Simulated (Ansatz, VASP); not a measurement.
**AgCl in VASP and in Ansatz**

File INCAR:

```
SYSTEM = AgCl
PREC = Accurate
ENCUT = 520
EDIFF = 1E-6
ISMEAR = 0
SIGMA = 0.05
LREAL = .FALSE.
LASPH = .TRUE.
NELM = 80
ALGO = Normal
ISIF = 2
LWAVE = .FALSE.
LCHARG = .FALSE.
GGA = PE
NBANDS = 16
```

The input KPOINTS:

```
regular mesh
0
G
  8 8 8
  0 0 0
```

POSCAR

```
AgCl
1.0
    0.0000000000      2.8702102500      2.7731500000
    2.7731500000      0.0000000000      2.7731500000
    2.7731500000      2.8702102500      0.0000000000
Ag Cl
1 1
Direct
    0.5000000000      0.5000000000      0.5000000000
    0.0000000000      0.0000000000      0.0000000000
```

Input for Ansatz:

```yaml
crystal:
  lattice:
    - [0.0, 2.87021025, 2.77315]
    - [2.77315, 0.0, 2.77315]
    - [2.77315, 2.87021025, 0.0]
  atoms:
    - { symbol: Ag, position: [0.5, 0.5, 0.5] }
    - { symbol: Cl, position: [0.0, 0.0, 0.0] }
basis:
  ecutwfc: 420
kpoints:
  mp_grid: { grid: [8, 8, 8] }
hamiltonian:
  xc: pbe
scf:
  occupations: { method: gaussian, width: 0.05 }
output:
  forces: true
  stress: true
  eigenvalues: true
```

Change from the starting cell: strain +0.0350 x Voigt [0, 1, 0, 0, 0, 0], atoms carried along.

Alike in both runs: task single point; functional PBE; k mesh 8 × 8 × 8; occupations gaussian, width 0.05 eV; no spin polarisation.

```csv
,VASP,Ansatz
version,VASP 6.6.1,Ansatz 0.2.0
potentials or method,"VASP PAW PBE potentials, release 64 (Ag, Cl), cutoff 520 eV","scalar-relativistic, plane waves, PAW"
valence electrons in the cell,18,26
```

```tsv
	VASP	Ansatz	Ansatz less VASP
gap on the k mesh at the Fermi level (eV)	0.82	0.82	+0.003
least direct gap on the mesh (eV)	3.04	3.04	-0.002
pressure (GPa)	0.0	0.1	+0.13
traceless stress, the component that is largest in VASP (GPa)	-0.35	-0.37	-0.019
```

The functional is the same, so the differences come from potentials, cutoffs and numerics. VASP's potentials hold 18 valence electrons a cell and Ansatz's 26, so a difference there can come from the potentials and not from the codes.
